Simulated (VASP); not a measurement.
Set up this calculation in VASP 6.6.1, as the native input.

```yaml
Task: single point
Functional: r2SCAN
Potentials_or_basis: VASP PAW PBE potentials, release 64 (Os, Te)
Cutoff: 520 eV
k_mesh: 10 × 10 × 10
Occupations: gaussian, width 0.05 eV
Spin: collinear spin
Starting_moments: "[1.0, 0.0] μB"
Dipole_correction: no
Further_INCAR_settings: ALGO = Normal; EDIFF = 1e-07; NBANDS = 18
```

The system is TeOs.

```
Os Te
1.0
     0.00000    2.73307    2.73307
     2.73307    0.00000    2.73307
     2.73307    2.73307    0.00000
Os Te
1 1
Direct
  0.50000 0.50000 0.50000
  0.00000 0.00000 0.00000
```

The input as run:

POSCAR

```
TeOs
1.0
    0.0000000000      2.7330707412      2.7330707412
    2.7330707412      0.0000000000      2.7330707412
    2.7330707412      2.7330707412      0.0000000000
Os Te
1 1
Direct
    0.5000000000      0.5000000000      0.5000000000
    0.0000000000      0.0000000000      0.0000000000
```

INCAR.step1

```
SYSTEM = TeOs
PREC = Accurate ; ENCUT = 520
ISMEAR = 0 ; SIGMA = 0.05
LREAL = .False. ; LASPH = .True.
NELM = 150 ; ISPIN = 2
MAGMOM = 1 0 ; LMAXMIX = 4
NBANDS = 18 ; GGA = PE
ALGO = Normal ; EDIFF = 1E-4
LWAVE = .True. ; LCHARG = .False.
```

INCAR.step2

```
SYSTEM = TeOs
PREC = Accurate ; ENCUT = 520
EDIFF = 1E-7 ; ISMEAR = 0
SIGMA = 0.05 ; LREAL = .False.
LASPH = .True. ; NELM = 150
ALGO = Normal ; ISIF = 2
LWAVE = .False. ; LCHARG = .False.
ISPIN = 2 ; MAGMOM = 1 0
LORBIT = 11 ; LMAXMIX = 4
METAGGA = R2SCAN ; LMIXTAU = .True.
NBANDS = 18 ; ISTART = 1
```

KPOINTS

```
regular mesh
0
Gamma
  10 10 10
  0 0 0
```

Potentials or basis: VASP PAW PBE potentials, release 64 (Os, Te).

Launch:

```bash
$ cat potpaw_PBE.64/Os/POTCAR potpaw_PBE.64/Te/POTCAR > POTCAR
$ cp INCAR.step1 INCAR
$ mpirun -np 1 vasp_std > vasp.out
$ cp INCAR.step2 INCAR
$ mpirun -np 1 vasp_std > vasp.out
```

It gave:

The pressure is -2.4 GPa and the band gap on the k mesh is zero (filled and empty bands overlap). The net moment is 0.00 μB per cell and the valence electrons inside the program's atomic spheres are Os 7.20; Te 3.40.

Caveat: the PAW data sets were made with another functional, which shifts forces and pressure a little; spin-orbit coupling is left out, which moves the levels of the heavy elements.

Wall time 2.3 min on 1 thread of Intel(R) Xeon(R) 6975P-C (Granite Rapids) (shared host), peak memory 0.23 GiB.
